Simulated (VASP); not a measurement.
# Cd (P6_3/mmc) in VASP: notebook, part 2 of 3

VASP 6.6.1.

## 3. Single point, PBE (20.97 Å³/atom)

This run uses another cell than the first one, of 20.97 Å³/atom.

INCAR

```
SYSTEM = Cd
ALGO = Normal
EDIFF = 1E-6
ENCUT = 520
GGA = PE
ISIF = 2
ISMEAR = -1
LASPH = .TRUE.
LCHARG = .FALSE.
LREAL = .FALSE.
LWAVE = .FALSE.
NBANDS = 32
NELM = 100
PREC = Accurate
SIGMA = 0.1
```

KPOINTS

```
k-points
0
G
  15 15 4
  0 0 0
```

POSCAR

```
Cd
1.0
    3.1181535943      0.0000000000      0.0000000000
   -1.5590767971      2.7004002256      0.0000000000
    0.0000000000      0.0000000000      9.9627156060
Cd
4
Direct
    0.0000000000      1.0000000000      0.0000000000
    0.0000000000      0.0000000000      0.5000000000
    0.3333333333      0.6666666667      0.2500000000
    0.6666666667      0.3333333333      0.7500000000
```

Potentials or basis: VASP PAW PBE potentials, release 64 (Cd).

Started as:

```sh
> cat potpaw_PBE.64/Cd/POTCAR > POTCAR
> mpirun -np 1 vasp_std > vasp.out
```

OUTCAR:

```text
SYSTEM = Cd
   EDIFF = 1E-6
   ENCUT = 520
   GGA = PE
   ISIF = 2
   ISMEAR = -1
   LASPH = .TRUE.
   LREAL = .FALSE.
   NELM = 100
   PREC = Accurate

 ion  position               nearest neighbor table
   1  0.000  0.000  0.000-   3 3.07   4 3.07   4 3.07   3 3.07   4 3.07   3 3.07
   2  0.000  0.000  0.500-   3 3.07   4 3.07   4 3.07   3 3.07   4 3.07   3 3.07
   3  0.333  0.667  0.250-   1 3.07   2 3.07   1 3.07   2 3.07   1 3.07   2 3.07
   4  0.667  0.333  0.750-   1 3.07   2 3.07   1 3.07   2 3.07   1 3.07   2 3.07

  LATTYP: Found a hexagonal cell.
 ALAT       =     3.1181535943
 C/A-ratio  =     3.1950689101

  Lattice vectors:

 A1 = (   3.1181535943,   0.0000000000,   0.0000000000)
 A2 = (  -1.5590767971,   2.7004002256,   0.0000000000)
 A3 = (   0.0000000000,   0.0000000000,   9.9627156060)

Analysis of symmetry for initial positions (statically):
=====================================================================
 Subroutine PRICEL returns:
 Original cell was already a primitive cell.

 Routine SETGRP: Setting up the symmetry group for a
 hexagonal supercell.

 Subroutine GETGRP returns: Found 24 space group operations
 (whereof 12 operations were pure point group operations)
 out of a pool of 24 trial point group operations.

The static configuration has the point symmetry D_3d.
 The point group associated with its full space group is D_6h.

Analysis of symmetry for dynamics (positions and initial velocities):
=====================================================================
 Subroutine PRICEL returns:
 Original cell was already a primitive cell.

 Routine SETGRP: Setting up the symmetry group for a
 hexagonal supercell.

 Subroutine GETGRP returns: Found 24 space group operations
 (whereof 12 operations were pure point group operations)
 out of a pool of 24 trial point group operations.

The dynamic configuration has the point symmetry D_3d.
 The point group associated with its full space group is D_6h.

 Subroutine INISYM returns: Found 24 space group operations
[... 121 lines left out ...]
     AMIX_MAG =   1.60;   BMIX_MAG =  1.00
  volume/ion in A,a.u.               =      20.97       141.53
  Fermi-wavevector in a.u.,A,eV,Ry     =   1.359108  2.568343 25.132353  1.847176
  Thomas-Fermi vector in A             =   2.485885
   LORBIT       =      0    0 simple, 1 ext, 2 COOP (PROOUT), +10 PAW based schemes
   GGA     = PE    functional components
   LHFCALC =     F    Hartree Fock is set to
   AEXX    =    0.0000 exact exchange contribution
   IVDW    =     0    specifies the selected vdW correction
   LEPSILON=     F    determine dielectric tensor
   LRPA    =     F    only Hartree local field effects (RPA)
 non-spin polarized calculation
  energy-cutoff  :      520.00
  volume of cell :       83.89
 maximum number of plane-waves:      2273
 NGX is ok and might be reduce to    24
   NGX = 11   NGY = 11   NGZ = 37

 number of electron      48.0000009 magnetization

 Free energy of the ion-electron system (eV)
  ---------------------------------------------------
  ext. energy  EPLUGINS =         0.00000000
  ---------------------------------------------------
  free energy    TOTEN  =        -2.85560442 eV

  energy without entropy =       -2.81100070  energy(sigma->0) =       -2.83330256

 E-fermi :   3.2511     XC(G=0): -11.2019

 val. band max:        3.2356329985   @ k =   0.3333   0.2667   0.2500
 cond. band min:       3.3148023166   @ k =   0.4000   0.0667   0.2500
 fundamental gap:      0.0791693181
 Fermi energy:         3.2510564477

 k-point     1 :       0.0000    0.0000    0.0000
  band No.  band energies     occupation
      1      -6.6742      2.00000
      2      -6.3813      2.00000
      3      -6.3581      2.00000
      4      -6.1348      2.00000
      5      -6.1348      2.00000
      6      -6.1322      2.00000
[... 829 lines left out ...]
     31       7.8057      0.00000
     32       7.8116      0.00000

 [... further k-points ...]

------------------------ aborting loop because EDIFF is reached ----------------------------------------

  FORCE on cell =-STRESS in cart. coord.  units (eV):
  Direction    XX          YY          ZZ          XY          YZ          ZX
  --------------------------------------------------------------------------------------
  -------------------------------------------------------------------------------------
  Total        2.4597612      2.4597612      2.4439700      0.0000000      0.0000000      0.0000000
  in kB       46.9786090     46.9786090     46.6770163      0.0000000      0.0000000      0.0000000
  external PRESSURE =      46.8780781 kB  Pullay stress =       0.0000000 kB

 VOLUME and BASIS-vectors are now :
 -----------------------------------------------------------------------------
  energy-cutoff  :      520.00
  volume of cell :       83.89
      direct lattice vectors                 reciprocal lattice vectors
     3.118153594  0.000000000  0.000000000     0.320702611  0.185157739  0.000000000
    -1.559076797  2.700400226  0.000000000     0.000000000  0.370315478  0.000000000
     0.000000000  0.000000000  9.962715606     0.000000000  0.000000000  0.100374239

 POSITION                                       TOTAL-FORCE (eV/Angst)
 -----------------------------------------------------------------------------------
      0.00000      0.00000      0.00000        -0.000000      0.000000      0.000000
      0.00000      0.00000      4.98136        -0.000000      0.000000      0.000000
     -0.00000      1.80027      2.49068         0.000000     -0.000000     -0.000000
      1.55908      0.90013      7.47204        -0.000000      0.000000      0.000000
 -----------------------------------------------------------------------------------
    total drift:                               -0.000000      0.000000     -0.000000

  FREE ENERGIE OF THE ION-ELECTRON SYSTEM (eV)
  ---------------------------------------------------
  free  energy   TOTEN  =        -2.8556044231 eV

  energy  without entropy=       -2.8110007004  energy(sigma->0) =       -2.83330256
```

OSZICAR:

```text
N       E                     dE             d eps       ncg     rms          rms(c)
DAV:   1     0.403738064073E+03    0.40374E+03   -0.25824E+04  5200   0.153E+03
DAV:   2     0.799178265089E+01   -0.39575E+03   -0.37699E+03  5376   0.412E+02
DAV:   3    -0.303405031205E+01   -0.11026E+02   -0.10955E+02  6040   0.803E+01
DAV:   4    -0.306386805586E+01   -0.29818E-01   -0.29813E-01  5400   0.380E+00
DAV:   5    -0.306394975636E+01   -0.81701E-04   -0.81700E-04  6128   0.186E-01    0.692E+00
DAV:   6    -0.286576846467E+01    0.19818E+00   -0.54784E-01  5536   0.708E+00    0.543E+00
DAV:   7    -0.285573229134E+01    0.10036E-01   -0.81577E-02  5816   0.218E+00    0.207E+00
DAV:   8    -0.285546284494E+01    0.26945E-03   -0.10344E-02  5496   0.106E+00    0.164E-01
DAV:   9    -0.285551576224E+01   -0.52917E-04   -0.31146E-05  6016   0.497E-02    0.606E-02
DAV:  10    -0.285560463541E+01   -0.88873E-04   -0.67051E-05  5528   0.653E-02    0.457E-03
DAV:  11    -0.285560442309E+01    0.21231E-06   -0.82069E-07  3920   0.885E-03
   1 F= -.28556044E+01 E0= -.28333026E+01  d E =-.446037E-01
```

Wall time 2.8 min (1 thread of Intel Xeon 8259CL, shared host); peak memory 0.3 GiB.

Results:

| Quantity | Value |
| --- | --- |
| Free energy | -2.8556 eV |
| Pressure | 4.7 GPa |
| Band gap on the k mesh | zero (bands 24 and 25 overlap by 2.45 eV) |

Caveat: the cell stands under pressure.

## 4. Single point, PBE (21.88 Å³/atom)

This run uses another cell than the first one, of 21.88 Å³/atom.

INCAR

```
PREC = Accurate
ENCUT = 520
EDIFF = 1E-7
ISMEAR = -1
SIGMA = 0.1
LREAL = False
LASPH = True
NELM = 80
ALGO = Normal
ISIF = 2
LWAVE = False
LCHARG = True
GGA = PE
LELF = True
LVHAR = True
NBANDS = 32
```

KPOINTS

```
regular mesh
0
Gamma
  15 15 4
```

POSCAR

```
Cd
1.0
    3.1627046648      0.0000000000      0.0000000000
   -1.5813523324      2.7389825844      0.0000000000
    0.0000000000      0.0000000000     10.1050593461
Cd
4
Direct
    0.0000000000      1.0000000000      0.0000000000
    0.0000000000      0.0000000000      0.5000000000
    0.3333333333      0.6666666667      0.2500000000
    0.6666666667      0.3333333333      0.7500000000
```

Potentials or basis: VASP PAW PBE potentials, release 64 (Cd).

Started as:

```sh
> cat potpaw_PBE.64/Cd/POTCAR > POTCAR
> mpirun -np 1 vasp_std > vasp.out
```

OUTCAR:

```text
PREC = Accurate
   ENCUT = 520
   EDIFF = 1E-7
   ISMEAR = -1
   LREAL = False
   LASPH = True
   NELM = 80
   ISIF = 2
   GGA = PE

 ion  position               nearest neighbor table
   1  0.000  0.000  0.000-   3 3.12   4 3.12   4 3.12   3 3.12   4 3.12   3 3.12
   2  0.000  0.000  0.500-   3 3.12   4 3.12   4 3.12   3 3.12   4 3.12   3 3.12
   3  0.333  0.667  0.250-   1 3.12   2 3.12   1 3.12   2 3.12   1 3.12   2 3.12
   4  0.667  0.333  0.750-   1 3.12   2 3.12   1 3.12   2 3.12   1 3.12   2 3.12

  LATTYP: Found a hexagonal cell.
[... 1042 lines left out ...]
  --------------------------------------------------------------------------------------
  -------------------------------------------------------------------------------------
  Total        1.1986434      1.1986434      1.1229492      0.0000000      0.0000000      0.0000000
  in kB       21.9388464     21.9388464     20.5534112      0.0000000      0.0000000      0.0000000
  external PRESSURE =      21.4770346 kB  Pullay stress =       0.0000000 kB

 VOLUME and BASIS-vectors are now :
 -----------------------------------------------------------------------------
  energy-cutoff  :      520.00
  volume of cell :       87.54
      direct lattice vectors                 reciprocal lattice vectors
     3.162704665  0.000000000  0.000000000     0.316185071  0.182549536  0.000000000
    -1.581352332  2.738982584  0.000000000     0.000000000  0.365099072  0.000000000
     0.000000000  0.000000000 10.105059346     0.000000000  0.000000000  0.098960329

 POSITION                                       TOTAL-FORCE (eV/Angst)
 -----------------------------------------------------------------------------------
      0.00000      0.00000      0.00000        -0.000000      0.000000     -0.000000
      0.00000      0.00000      5.05253        -0.000000      0.000000     -0.000000
     -0.00000      1.82599      2.52626         0.000000      0.000000     -0.000000
      1.58135      0.91299      7.57879        -0.000000      0.000000      0.000000
 -----------------------------------------------------------------------------------
    total drift:                               -0.000000      0.000000     -0.000000

  FREE ENERGIE OF THE ION-ELECTRON SYSTEM (eV)
  ---------------------------------------------------
  free  energy   TOTEN  =        -2.9322607856 eV

  energy  without entropy=       -2.8865663910  energy(sigma->0) =       -2.90941359
```

stdout:

```text
POSCAR found type information on POSCAR Cd
 POSCAR found :  1 types and       4 ions
 scaLAPACK will be used
 LDA part: xc-table for (Slater+PW92), standard interpolation
 POSCAR, INCAR and KPOINTS ok, starting setup
 FFT: planning ... GRIDC
 FFT: planning ... GRID_SOFT
 FFT: planning ... GRID
 WAVECAR not read
 entering main loop
```

It took 3.7 min on 1 thread of Intel Xeon 8259CL, shared host; peak memory 0.31 GiB.

Results:

```yaml
Free_energy: -2.9323 eV
Pressure: 2.1 GPa
Band_gap_on_the_k_mesh: zero (bands 24 and 25 overlap by 2.47 eV)
```

(Part 2 of 3 ends here.)
